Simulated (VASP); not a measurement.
# MgO (P6_3/mmc) in VASP: a series of runs

Aim: see how the results for MgO move with the level of theory and the settings. Levels: LDA, r2SCAN. Tasks: single point.

Everything below comes from runs of VASP 6.6.1. Logs are shortened: lines on timing, memory, paths and dates and some standing lists are left out, and cuts for length are marked.

### 1 The cell of the first run

Symmetry: P6_3/mmc, No. 194, hexagonal system. The conventional cell has a = 3.484 Å, b = 3.484 Å, c = 4.185 Å, α = 90.00°, β = 90.00°, γ = 120.00°. Within 2.7 Å of Mg (site symmetry -6m2) lie 5 O at 2.01 to 2.09 Å. O (site symmetry -6m2) has 5 Mg at 2.01 to 2.09 Å within 2.7 Å.

### 2 Single point, LDA

INCAR reads:

```
PREC = Accurate ; ENCUT = 520
EDIFF = 1E-6 ; ISMEAR = 0
SIGMA = 0.01 ; LREAL = False
LASPH = True ; NELM = 100
ALGO = Normal ; ISIF = 2
LWAVE = False ; LCHARG = False
GGA = CA ; NBANDS = 16
```

KPOINTS reads:

```
Automatic mesh
0
Gamma
  6 6 4
```

POSCAR reads:

```
MgO
1.0
    3.4840198093      0.0000000000      0.0000000000
   -1.7420099047      3.0172496621      0.0000000000
    0.0000000000      0.0000000000      4.1853204648
Mg O
2 2
Direct
    0.3333333333      0.6666666667      0.2500000000
    0.6666666667      0.3333333333      0.7500000000
    0.6666666667      0.3333333333      0.2500000000
    0.3333333333      0.6666666667      0.7500000000
```

Potentials or basis: VASP PAW LDA potentials, release 64 (Mg, O).

Launch:

```console
cat potpaw_LDA.64/Mg/POTCAR potpaw_LDA.64/O/POTCAR > POTCAR
mpirun -np 1 vasp_std > vasp.out
```

OUTCAR:

```text
PREC = Accurate
   ENCUT = 520
   EDIFF = 1E-6
   ISMEAR = 0
   LREAL = False
   LASPH = True
   NELM = 100
   ISIF = 2
   GGA = CA

 ion  position               nearest neighbor table
   1  0.333  0.667  0.250-   3 2.01   3 2.01   3 2.01   4 2.09   4 2.09   2 2.90   2 2.90   2 2.90
                             2 2.90   2 2.90   2 2.90
   2  0.667  0.333  0.750-   4 2.01   4 2.01   4 2.01   3 2.09   3 2.09   1 2.90   1 2.90   1 2.90
                             1 2.90   1 2.90   1 2.90
   3  0.667  0.333  0.250-   1 2.01   1 2.01   1 2.01   2 2.09   2 2.09
   4  0.333  0.667  0.750-   2 2.01   2 2.01   2 2.01   1 2.09   1 2.09

  LATTYP: Found a hexagonal cell.
 ALAT       =     3.4840198093
 C/A-ratio  =     1.2012906625

  Lattice vectors:

 A1 = (   3.4840198093,   0.0000000000,   0.0000000000)
 A2 = (  -1.7420099047,   3.0172496621,   0.0000000000)
 A3 = (   0.0000000000,   0.0000000000,   4.1853204648)

Analysis of symmetry for initial positions (statically):
=====================================================================
 Subroutine PRICEL returns:
 Original cell was already a primitive cell.

 Routine SETGRP: Setting up the symmetry group for a
 hexagonal supercell.

 Subroutine GETGRP returns: Found 24 space group operations
 (whereof 12 operations were pure point group operations)
 out of a pool of 24 trial point group operations.

The static configuration has the point symmetry D_3d.
 The point group associated with its full space group is D_6h.

Analysis of symmetry for dynamics (positions and initial velocities):
=====================================================================
 Subroutine PRICEL returns:
 Original cell was already a primitive cell.

 Routine SETGRP: Setting up the symmetry group for a
 hexagonal supercell.

 Subroutine GETGRP returns: Found 24 space group operations
 (whereof 12 operations were pure point group operations)
 out of a pool of 24 trial point group operations.

The dynamic configuration has the point symmetry D_3d.
 The point group associated with its full space group is D_6h.

 Subroutine INISYM returns: Found 24 space group operations
 (whereof 12 operations are pure point group operations),
 and found     1 'primitive' translations

----------------------------------------------------------------------------------------

                                     Primitive cell

  volume of cell :      43.9967

  direct lattice vectors                    reciprocal lattice vectors
     3.484019809  0.000000000  0.000000000     0.287024774  0.165713831  0.000000000
    -1.742009905  3.017249662  0.000000000     0.000000000  0.331427662  0.000000000
     0.000000000  0.000000000  4.185320465     0.000000000  0.000000000  0.238930330

  length of vectors
     3.484019809  3.484019809  4.185320465     0.331427662  0.331427662  0.238930330

  position of ions in fractional coordinates (direct lattice)
     0.333333333  0.666666667  0.250000000
     0.666666667  0.333333333  0.750000000
     0.666666667  0.333333333  0.250000000
     0.333333333  0.666666667  0.750000000

  ion indices of the primitive-cell ions
   primitive index   ion index
                 1           1
                 2           2
                 3           3
                 4           4

----------------------------------------------------------------------------------------

 KPOINTS: Automatic mesh

Automatic generation of k-mesh.
 Grid dimensions read from file:
 generate k-points for:    6    6    4

 Generating k-lattice:

  Cartesian coordinates                     Fractional coordinates (reciprocal lattice)
     0.047837462  0.027618972  0.000000000     0.166666667 -0.000000000  0.000000000
     0.000000000  0.055237944  0.000000000     0.000000000  0.166666667  0.000000000
     0.000000000  0.000000000  0.059732583     0.000000000  0.000000000  0.250000000

  Length of vectors
     0.055237944  0.055237944  0.059732583

  Shift w.r.t. Gamma in fractional coordinates (k-lattice)
     0.000000000  0.000000000  0.000000000

 Subroutine IBZKPT returns following result:
 ===========================================

 Found     21 irreducible k-points:

 Following reciprocal coordinates:
            Coordinates               Weight
  0.000000  0.000000  0.000000      1.000000
  0.166667  0.000000  0.000000      6.000000
  0.333333 -0.000000  0.000000      6.000000
  0.500000  0.000000  0.000000      3.000000
  0.166667  0.166667  0.000000      6.000000
  0.333333  0.166667  0.000000     12.000000
[... 13 lines left out ...]
  0.333333  0.166667  0.500000     12.000000
  0.333333  0.333333  0.500000      2.000000
   k-points           NKPTS =     21   k-points in BZ     NKDIM =     21   number of bands    NBANDS=     16
   number of dos      NEDOS =    301   number of ions     NIONS =      4
   total plane-waves  NPLWV =  25088
   dimension x,y,z NGX =    28 NGY =   28 NGZ =   32
   dimension x,y,z NGXF=    56 NGYF=   56 NGZF=   64
   ions per type =               2   2
   NGX,Y,Z   is equivalent  to a cutoff of  13.36, 13.36, 12.71 a.u.
   NGXF,Y,Z  is equivalent  to a cutoff of  26.72, 26.72, 25.42 a.u.
 SYSTEM =  unknown system
   PREC   = accura    normal or accurate (medium, high low for compatibility)
   ISTART =      0    job   : 0-new  1-cont  2-samecut
   ICHARG =      2    charge: 1-file 2-atom 10-const
   ISPIN  =      1    spin polarized calculation?
   LNONCOLLINEAR =      F non collinear calculations
   LSORBIT =      F    spin-orbit coupling
   LASPH  =      T    aspherical Exc in radial PAW
   ENCUT  =  520.0 eV  38.22 Ry    6.18 a.u.   6.48  6.48  7.78*2*pi/ulx,y,z
   NELM   =    100;   NELMIN=  2; NELMDL= -5     # of ELM steps
   EDIFF  = 0.1E-05   stopping-criterion for ELM
   LREAL  =      F    real-space projection
   EDIFFG = 0.1E-04   stopping-criterion for IOM
   NSW    =      0    number of steps for IOM
   IBRION =     -1    ionic relax: 0-MD 1-quasi-New 2-CG
   NFREE  =      0    steps in history (QN), initial steepest desc. (CG)
   ISIF   =      2    stress and relaxation
   ISYM   =      2    0-nonsym 1-usesym 2-fastsym
   POTIM  = 0.5000    time-step for ionic-motion
   TEBEG  =    0.0;   TEEND  =   0.0 temperature during run
   PSTRESS=    0.0 pullay stress
   NELECT =      16.0000    total number of electrons
   NUPDOWN=      -1.0000    fix difference up-down
   EMIN   =  10.00;   EMAX   =-10.00  energy-range for DOS
   EFERMI =   0.00;   METHOD = LEGACY
   ISMEAR =     0;   SIGMA  =   0.01  broadening in eV -4-tet -1-fermi 0-gaus
   EFERMI_NEDOS =   21; number of points for ismear=-14 and -15
   IALGO  =     38    algorithm
   IMIX   =      4    mixing-type and parameters
     AMIX     =   0.40;   BMIX     =  1.00
     AMIX_MAG =   1.60;   BMIX_MAG =  1.00
  volume/ion in A,a.u.               =      11.00        74.23
  Fermi-wavevector in a.u.,A,eV,Ry     =   1.168534  2.208209 18.578366  1.365471
  Thomas-Fermi vector in A             =   2.305019
   LORBIT       =      0    0 simple, 1 ext, 2 COOP (PROOUT), +10 PAW based schemes
   GGA     = CA    functional components
   LHFCALC =     F    Hartree Fock is set to
   AEXX    =    0.0000 exact exchange contribution
   IVDW    =     0    specifies the selected vdW correction
   LEPSILON=     F    determine dielectric tensor
   LRPA    =     F    only Hartree local field effects (RPA)
 non-spin polarized calculation
 Gauss-broadening in eV      SIGMA  =   0.01
  energy-cutoff  :      520.00
  volume of cell :       44.00
 maximum number of plane-waves:      1204
 NGX is ok and might be reduce to    28
   NGX = 13   NGY = 13   NGZ = 15

 number of electron      15.9999998 magnetization

 Free energy of the ion-electron system (eV)
  ---------------------------------------------------
  ext. energy  EPLUGINS =         0.00000000
  ---------------------------------------------------
  free energy    TOTEN  =       -26.49595620 eV

  energy without entropy =      -26.49595620  energy(sigma->0) =      -26.49595620

 E-fermi :   1.7713     XC(G=0): -10.6002

 val. band max:        1.6819007842   @ k =   0.0000   0.0000   0.0000
 cond. band min:       5.0109951010   @ k =   0.0000   0.0000   0.0000
 fundamental gap:      3.3290943167
 Fermi energy:         1.7712579727

 k-point     1 :       0.0000    0.0000    0.0000
  band No.  band energies     occupation
      1     -14.9779      2.00000
      2     -13.5086      2.00000
      3      -2.0310      2.00000
      4      -0.0773      2.00000
      5      -0.0773      2.00000
      6       0.8646      2.00000
[... 8 lines left out ...]
     15      17.0378      0.00000
     16      17.0385      0.00000

 k-point     2 :       0.1667    0.0000    0.0000
  band No.  band energies     occupation
      1     -14.8379      2.00000
      2     -13.5341      2.00000
      3      -1.8137      2.00000
      4      -0.5359      2.00000
      5      -0.2738      2.00000
      6       0.3198      2.00000
[... 8 lines left out ...]
     15      16.0250      0.00000
     16      16.2470      0.00000

 k-point     3 :       0.3333   -0.0000    0.0000
  band No.  band energies     occupation
      1     -14.4955      2.00000
      2     -13.6414      2.00000
      3      -1.5135      2.00000
      4      -1.2349      2.00000
      5      -0.5722      2.00000
      6      -0.1631      2.00000
[... 8 lines left out ...]
     15      15.5323      0.00000
     16      16.0927      0.00000

 k-point     4 :       0.5000    0.0000    0.0000
  band No.  band energies     occupation
      1     -14.2410      2.00000
      2     -13.7755      2.00000
      3      -1.9500      2.00000
      4      -0.7346      2.00000
      5      -0.6967      2.00000
      6      -0.3234      2.00000
[... 8 lines left out ...]
     15      16.0981      0.00000
     16      16.1964      0.00000
[... 267 lines left out ...]
 k-point    19 :       0.1667    0.1667    0.5000
  band No.  band energies     occupation
      1     -14.0616      2.00000
      2     -14.0616      2.00000
      3      -1.7625      2.00000
      4      -1.7625      2.00000
      5       0.0108      2.00000
      6       0.0108      2.00000
[... 8 lines left out ...]
     15      16.9877      0.00000
     16      16.9877      0.00000

 k-point    20 :       0.3333    0.1667    0.5000
  band No.  band energies     occupation
      1     -13.9430      2.00000
      2     -13.9430      2.00000
      3      -2.0982      2.00000
      4      -2.0982      2.00000
      5      -0.3638      2.00000
      6      -0.3638      2.00000
[... 8 lines left out ...]
     15      17.4625      0.00000
     16      17.4625      0.00000

 k-point    21 :       0.3333    0.3333    0.5000
  band No.  band energies     occupation
      1     -13.9035      2.00000
      2     -13.9035      2.00000
      3      -1.9824      2.00000
      4      -1.9824      2.00000
      5      -0.8562      2.00000
      6      -0.8562      2.00000
[... 8 lines left out ...]
     15      18.9559      0.00000
     16      18.9559      0.00000

------------------------ aborting loop because EDIFF is reached ----------------------------------------

  FORCE on cell =-STRESS in cart. coord.  units (eV):
  Direction    XX          YY          ZZ          XY          YZ          ZX
  --------------------------------------------------------------------------------------
  -------------------------------------------------------------------------------------
  Total       -1.5521331     -1.5521331     -1.6781413      0.0000000      0.0000000      0.0000000
  in kB      -56.5221892    -56.5221892    -61.1108783      0.0000000      0.0000000      0.0000000
  external PRESSURE =     -58.0517522 kB  Pullay stress =       0.0000000 kB

 VOLUME and BASIS-vectors are now :
 -----------------------------------------------------------------------------
  energy-cutoff  :      520.00
  volume of cell :       44.00
      direct lattice vectors                 reciprocal lattice vectors
     3.484019809  0.000000000  0.000000000     0.287024774  0.165713831  0.000000000
    -1.742009905  3.017249662  0.000000000     0.000000000  0.331427662  0.000000000
     0.000000000  0.000000000  4.185320465     0.000000000  0.000000000  0.238930330

 POSITION                                       TOTAL-FORCE (eV/Angst)
 -----------------------------------------------------------------------------------
     -0.00000      2.01150      1.04633        -0.000000     -0.000000      0.000000
      1.74201      1.00575      3.13899        -0.000000      0.000000      0.000000
      1.74201      1.00575      1.04633        -0.000000      0.000000      0.000000
     -0.00000      2.01150      3.13899         0.000000     -0.000000      0.000000
 -----------------------------------------------------------------------------------
    total drift:                               -0.000000      0.000000     -0.000000

  FREE ENERGIE OF THE ION-ELECTRON SYSTEM (eV)
  ---------------------------------------------------
  free  energy   TOTEN  =       -26.4959561987 eV

  energy  without entropy=      -26.4959561987  energy(sigma->0) =      -26.49595620
```

Run time: 11 s. Hardware: 1 thread of AMD EPYC 7R43 (Zen 3), shared host; peak memory 0.11 GiB.

What came out:

```yaml
Free_energy: -26.4960 eV
Pressure: -5.8 GPa
Band_gap_on_the_k_mesh: 3.33 eV, direct
```

Stress tensor (GPa, compression positive):
```
-5.65  0.00  0.00
 0.00 -5.65  0.00
 0.00  0.00 -6.11
```

Levels at points of the mesh, in eV from the valence-band top:
```tsv
k point	band 5	band 6	band 7	band 8	band 9	band 10	band 11	band 12
(0.00, 0.00, 0.00)	-1.76	-0.82	-0.82	0.00	3.33	9.22	12.04	12.27
(0.50, 0.00, 0.00)	-2.38	-2.01	-1.33	-0.53	6.82	8.91	9.64	11.84
(0.00, 0.00, 0.50)	-1.31	-1.31	-1.31	-1.31	6.33	6.33	12.63	12.63
(0.50, 0.00, 0.50)	-1.57	-1.57	-0.84	-0.84	7.14	7.14	11.76	11.76
```

(Part 1 of 2 ends here.)
